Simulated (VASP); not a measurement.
# MgO (P-1) in VASP: notebook

MgO is run at these levels: LDA; tasks: single point.

All numbers are computed with VASP 6.6.1; they aren't measurements. Logs are shortened: lines on timing, memory, paths and dates and some standing lists are left out, and cuts for length are marked.

## 1. The cell of the first run

The typed cell holds 12 atoms: a = 3.452 Å, b = 3.452 Å, c = 12.947 Å, α = 75.42°, β = 76.29°, γ = 60.00°.

## 2. Single point, LDA

Contents of INCAR:

```
  PREC = Accurate
  ENCUT = 520
  EDIFF = 1E-7
  ISMEAR = 0
  SIGMA = 0.05
  LREAL = False
  LASPH = True
  NELM = 80
  ALGO = Normal
  ISIF = 2
  LWAVE = False
  LCHARG = True
  GGA = CA
  LELF = True
  LVHAR = True
  NBANDS = 36
```

Contents of KPOINTS:

```
regular mesh
0
Gamma
  8 8 2
```

Contents of POSCAR:

```
MgO
1.0
   -3.4517839558      0.0000000000      0.0000000000
   -1.7258919779     -2.9893325941      0.0000000000
   -3.0682524052     -1.9928883961     12.4189476803
Mg O
6 6
Direct
    0.6203611111      0.6111000000      0.0833500000
    0.4351759259      0.3888777778      0.4166833333
    0.2499907407      0.1666555556      0.7500166667
   -0.1759351852     -0.2777888889      0.9166833333
    0.1944351852      0.1666555556      0.2500166667
    0.0092500000     -0.0555666667      0.5833500000
    0.1573981481      0.0555444444      0.9166833333
    0.5277685185      0.4999888889      0.2500166667
    0.3425833333      0.2777666667      0.5833500000
    0.2870277778      0.2777666667      0.0833500000
    0.1018425926      0.0555444444      0.4166833333
   -0.0833425926     -0.1666777778      0.7500166667
```

Potentials or basis: VASP PAW LDA potentials, release 64 (Mg, O).

Command:

```sh
$ cat potpaw_LDA.64/Mg/POTCAR potpaw_LDA.64/O/POTCAR > POTCAR
$ mpirun -np 1 vasp_std > vasp.out
```

OUTCAR:

```text
PREC = Accurate
   ENCUT = 520
   EDIFF = 1E-7
   ISMEAR = 0
   LREAL = False
   LASPH = True
   NELM = 80
   ISIF = 2
   GGA = CA

 ion  position               nearest neighbor table
   1  0.620  0.611  0.083-  10 1.99  10 1.99  10 1.99   8 2.07   4 2.11   7 2.66   5 2.87   5 2.87
                             5 2.87
   2  0.435  0.389  0.417-  11 1.99  11 1.99  11 1.99   8 2.07   9 2.07   5 2.87   5 2.87   5 2.87
                             6 2.87   6 2.87   6 2.87
   3  0.250  0.167  0.750-  12 1.99  12 1.99  12 1.99   7 2.07   9 2.07   4 2.87   4 2.87   4 2.87
                             6 2.87   6 2.87   6 2.87
   4  0.824  0.722  0.917-   7 1.99   7 1.99   7 1.99  12 2.07   1 2.11  10 2.66   3 2.87   3 2.87
                             3 2.87
   5  0.194  0.167  0.250-   8 1.99   8 1.99   8 1.99  11 2.07  10 2.07   2 2.87   2 2.87   2 2.87
                             1 2.87   1 2.87   1 2.87
   6  0.009  0.944  0.583-   9 1.99   9 1.99   9 1.99  12 2.07  11 2.07   3 2.87   2 2.87   2 2.87
                             3 2.87   2 2.87   3 2.87
   7  0.157  0.056  0.917-   4 1.99   4 1.99   4 1.99   3 2.07   1 2.66
   8  0.528  0.500  0.250-   5 1.99   5 1.99   5 1.99   2 2.07   1 2.07
   9  0.343  0.278  0.583-   6 1.99   6 1.99   6 1.99   3 2.07   2 2.07
  10  0.287  0.278  0.083-   1 1.99   1 1.99   1 1.99   5 2.07   4 2.66
  11  0.102  0.056  0.417-   2 1.99   2 1.99   2 1.99   5 2.07   6 2.07
  12  0.917  0.833  0.750-   3 1.99   3 1.99   3 1.99   4 2.07   6 2.07

  LATTYP: Found a triclinic cell.
 ALAT       =     5.9786651882
 B/A-ratio  =     0.5773502692
 C/A-ratio  =     2.4989689290
 COS(alpha) =     0.0128352996
 COS(beta)  =     0.2890080840
 COS(gamma) =     0.8660254038

  Lattice vectors:

 A1 = (  -5.1776759337,   2.9893325941,   0.0000000000)
 A2 = (  -1.7258919779,   2.9893325941,   0.0000000000)
 A3 = (  -7.2870994622,  -3.9857767921, -12.4189476803)

Analysis of symmetry for initial positions (statically):
=====================================================================
 Subroutine PRICEL returns:
 Original cell was already a primitive cell.

 Routine SETGRP: Setting up the symmetry group for a
 triclinic supercell.

 Subroutine GETGRP returns: Found  2 space group operations
 (whereof  1 operations were pure point group operations)
 out of a pool of  2 trial point group operations.

The static configuration has the point symmetry C_1 .
 The point group associated with its full space group is S_2 .

Analysis of symmetry for dynamics (positions and initial velocities):
=====================================================================
 Subroutine PRICEL returns:
 Original cell was already a primitive cell.

 Routine SETGRP: Setting up the symmetry group for a
 triclinic supercell.

 Subroutine GETGRP returns: Found  2 space group operations
 (whereof  1 operations were pure point group operations)
 out of a pool of  2 trial point group operations.

The dynamic configuration has the point symmetry C_1 .
 The point group associated with its full space group is S_2 .

 Subroutine INISYM returns: Found  2 space group operations
 (whereof  1 operations are pure point group operations),
 and found     1 'primitive' translations

----------------------------------------------------------------------------------------

                                     Primitive cell

  volume of cell :     128.1453

  direct lattice vectors                    reciprocal lattice vectors
    -3.451783956  0.000000000  0.000000000    -0.289705269  0.167261415 -0.044734511
    -1.725891978 -2.989332594  0.000000000     0.000000000 -0.334522830 -0.053681414
    -3.068252405 -1.992888396 12.418947680     0.000000000  0.000000000  0.080522120

  length of vectors
     3.451783956  3.451783956 12.946661286     0.337500667  0.338802624  0.080522120

  position of ions in fractional coordinates (direct lattice)
     0.620361111  0.611100000  0.083350000
     0.435175926  0.388877778  0.416683333
     0.249990741  0.166655556  0.750016667
     0.824064815  0.722211111  0.916683333
     0.194435185  0.166655556  0.250016667
     0.009250000  0.944433333  0.583350000
     0.157398148  0.055544444  0.916683333
     0.527768518  0.499988889  0.250016667
     0.342583333  0.277766667  0.583350000
     0.287027778  0.277766667  0.083350000
     0.101842593  0.055544444  0.416683333
     0.916657407  0.833322222  0.750016667

  ion indices of the primitive-cell ions
   primitive index   ion index
                 1           1
                 2           2
                 3           3
                 4           4
                 5           5
                 6           6
                 7           7
                 8           8
                 9           9
                10          10
                11          11
                12          12

----------------------------------------------------------------------------------------

 KPOINTS: regular mesh

Automatic generation of k-mesh.
 Grid dimensions read from file:
 generate k-points for:    8    8    2

 Generating k-lattice:

  Cartesian coordinates                     Fractional coordinates (reciprocal lattice)
    -0.036213159  0.020907677 -0.005591814     0.125000000 -0.000000000 -0.000000000
     0.000000000 -0.041815354 -0.006710177     0.000000000  0.125000000  0.000000000
     0.000000000  0.000000000  0.040261060     0.000000000  0.000000000  0.500000000

  Length of vectors
     0.042187583  0.042350328  0.040261060

  Shift w.r.t. Gamma in fractional coordinates (k-lattice)
     0.000000000  0.000000000  0.000000000

 Subroutine IBZKPT returns following result:
 ===========================================

 Found     68 irreducible k-points:

 Following reciprocal coordinates:
            Coordinates               Weight
  0.000000  0.000000  0.000000      1.000000
  0.125000  0.000000 -0.000000      2.000000
  0.250000  0.000000 -0.000000      2.000000
  0.375000  0.000000 -0.000000      2.000000
  0.500000  0.000000 -0.000000      1.000000
  0.000000  0.125000  0.000000      2.000000
[... 16 lines left out ...]
  0.125000  0.375000  0.000000      2.000000
  0.250000  0.375000  0.000000      2.000000
 [... further k-points ...]
   k-points           NKPTS =     68   k-points in BZ     NKDIM =     68   number of bands    NBANDS=     36
   number of dos      NEDOS =    301   number of ions     NIONS =     12
   total plane-waves  NPLWV =  75264
   dimension x,y,z NGX =    28 NGY =   28 NGZ =   96
   dimension x,y,z NGXF=    56 NGYF=   56 NGZF=  192
   ions per type =               6   6
   NGX,Y,Z   is equivalent  to a cutoff of  13.49, 13.49, 12.33 a.u.
   NGXF,Y,Z  is equivalent  to a cutoff of  26.97, 26.97, 24.65 a.u.
 SYSTEM =  unknown system
   PREC   = accura    normal or accurate (medium, high low for compatibility)
   ISTART =      0    job   : 0-new  1-cont  2-samecut
   ICHARG =      2    charge: 1-file 2-atom 10-const
   ISPIN  =      1    spin polarized calculation?
   LNONCOLLINEAR =      F non collinear calculations
   LSORBIT =      F    spin-orbit coupling
   LASPH  =      T    aspherical Exc in radial PAW
   ENCUT  =  520.0 eV  38.22 Ry    6.18 a.u.   6.42  6.42 24.07*2*pi/ulx,y,z
   NELM   =     80;   NELMIN=  2; NELMDL= -5     # of ELM steps
   EDIFF  = 0.1E-06   stopping-criterion for ELM
   LREAL  =      F    real-space projection
   EDIFFG = 0.1E-05   stopping-criterion for IOM
   NSW    =      0    number of steps for IOM
   IBRION =     -1    ionic relax: 0-MD 1-quasi-New 2-CG
   NFREE  =      0    steps in history (QN), initial steepest desc. (CG)
   ISIF   =      2    stress and relaxation
   ISYM   =      2    0-nonsym 1-usesym 2-fastsym
   POTIM  = 0.5000    time-step for ionic-motion
   TEBEG  =    0.0;   TEEND  =   0.0 temperature during run
   PSTRESS=    0.0 pullay stress
   NELECT =      48.0000    total number of electrons
   NUPDOWN=      -1.0000    fix difference up-down
   EMIN   =  10.00;   EMAX   =-10.00  energy-range for DOS
   EFERMI =   0.00;   METHOD = LEGACY
   ISMEAR =     0;   SIGMA  =   0.05  broadening in eV -4-tet -1-fermi 0-gaus
   EFERMI_NEDOS =   21; number of points for ismear=-14 and -15
   IALGO  =     38    algorithm
   IMIX   =      4    mixing-type and parameters
     AMIX     =   0.40;   BMIX     =  1.00
     AMIX_MAG =   1.60;   BMIX_MAG =  1.00
  volume/ion in A,a.u.               =      10.68        72.06
  Fermi-wavevector in a.u.,A,eV,Ry     =   1.180106  2.230077 18.948157  1.392650
  Thomas-Fermi vector in A             =   2.316405
   LORBIT       =      0    0 simple, 1 ext, 2 COOP (PROOUT), +10 PAW based schemes
   GGA     = CA    functional components
   LHFCALC =     F    Hartree Fock is set to
   AEXX    =    0.0000 exact exchange contribution
   IVDW    =     0    specifies the selected vdW correction
   LEPSILON=     F    determine dielectric tensor
   LRPA    =     F    only Hartree local field effects (RPA)
 non-spin polarized calculation
 Gauss-broadening in eV      SIGMA  =   0.05
  energy-cutoff  :      520.00
  volume of cell :      128.15
 maximum number of plane-waves:      3481
 NGX is ok and might be reduce to    28
   NGX = 13   NGY = 13   NGZ = 47

 number of electron      48.0000017 magnetization

 Free energy of the ion-electron system (eV)
  ---------------------------------------------------
  ext. energy  EPLUGINS =         0.00000000
  ---------------------------------------------------
  free energy    TOTEN  =       -76.60443516 eV

  energy without entropy =      -76.60443516  energy(sigma->0) =      -76.60443516

 E-fermi :   2.4439     XC(G=0): -10.7604

 val. band max:        2.1625362643   @ k =   0.0000   0.0000   0.0000
 cond. band min:       5.1323852657   @ k =   0.0000   0.0000   0.0000
 fundamental gap:      2.9698490013
 Fermi energy:         2.4439156500

 k-point     1 :       0.0000    0.0000    0.0000
  band No.  band energies     occupation
      1     -14.8070      2.00000
      2     -14.4558      2.00000
      3     -14.3710      2.00000
      4     -13.6524      2.00000
      5     -13.6114      2.00000
      6     -13.1912      2.00000
[... 28 lines left out ...]
     35      14.4247      0.00000
     36      14.5104      0.00000
[... 866 lines left out ...]
      6     -13.3347      2.00000
[... 28 lines left out ...]
     35      14.0388      0.00000
     36      14.2912      0.00000

 [... further k-points ...]
[... 5 lines left out ...]
  --------------------------------------------------------------------------------------
  -------------------------------------------------------------------------------------
  Total       -5.0877768     -5.5047338      8.0291857      1.8120739     -0.6814578      2.1720204
  in kB      -63.6115519    -68.8246902    100.3874551     22.6560316     -8.5201439     27.1563776
  external PRESSURE =     -10.6829290 kB  Pullay stress =       0.0000000 kB

 VOLUME and BASIS-vectors are now :
 -----------------------------------------------------------------------------
  energy-cutoff  :      520.00
  volume of cell :      128.15
      direct lattice vectors                 reciprocal lattice vectors
    -3.451783956  0.000000000  0.000000000    -0.289705269  0.167261415 -0.044734511
    -1.725891978 -2.989332594  0.000000000     0.000000000 -0.334522830 -0.053681414
    -3.068252405 -1.992888396 12.418947680     0.000000000  0.000000000  0.080522120

 POSITION                                       TOTAL-FORCE (eV/Angst)
 -----------------------------------------------------------------------------------
     -3.45178     -1.99289      1.03512         1.230582     -0.058809      4.404198
     -3.45178     -1.99289      5.17477        -0.000952     -0.000357      0.000842
     -3.45178     -1.99289      9.31442         0.000629      0.007836     -0.034715
     -6.90357     -3.98578     11.38424        -1.230582      0.058809     -4.404198
     -1.72589     -0.99644      3.10494        -0.000629     -0.007836      0.034715
     -3.45178     -3.98578      7.24459         0.000952      0.000357     -0.000842
     -3.45178     -1.99289     11.38424         0.089236      0.229179     -0.103092
     -3.45178     -1.99289      3.10494        -0.026738     -0.006046     -0.015594
     -3.45178     -1.99289      7.24459         0.000884     -0.000012     -0.002078
     -1.72589     -0.99644      1.03512        -0.089236     -0.229179      0.103092
     -1.72589     -0.99644      5.17477        -0.000884      0.000012      0.002078
     -6.90357     -3.98578      9.31442         0.026738      0.006046      0.015594
 -----------------------------------------------------------------------------------
    total drift:                                0.000038      0.000004      0.000021

  FREE ENERGIE OF THE ION-ELECTRON SYSTEM (eV)
  ---------------------------------------------------
  free  energy   TOTEN  =       -76.6044351625 eV

  energy  without entropy=      -76.6044351625  energy(sigma->0) =      -76.60443516
```

Wall time 11 min (1 thread of Oxide Virtual Turin-like, shared host); peak memory 0.33 GiB.

Results:

```yaml
Free_energy: -76.6044 eV
Pressure: -1.1 GPa
Largest_force: 4.573 eV/Å
Band_gap_on_the_k_mesh: 2.97 eV, direct
```

Forces on the atoms (eV/Å):
```
Mg   1.231 -0.059  4.404
Mg  -0.001  0.000  0.001
Mg   0.001  0.008 -0.035
Mg  -1.231  0.059 -4.404
Mg  -0.001 -0.008  0.035
Mg   0.001  0.000 -0.001
O    0.089  0.229 -0.103
O   -0.027 -0.006 -0.016
O    0.001  0.000 -0.002
O   -0.089 -0.229  0.103
O   -0.001  0.000  0.002
O    0.027  0.006  0.016
```

Stress tensor (GPa, compression positive):
```
-6.36  2.27  2.72
 2.27 -6.88 -0.85
 2.72 -0.85 10.04
```

Caveat: forces of over 1 eV/Å act on the atoms, so gaps and moduli don't describe the material at rest. A hybrid or GW would open this gap; LDA tends to underestimate it.

[end of part 1 of 2]
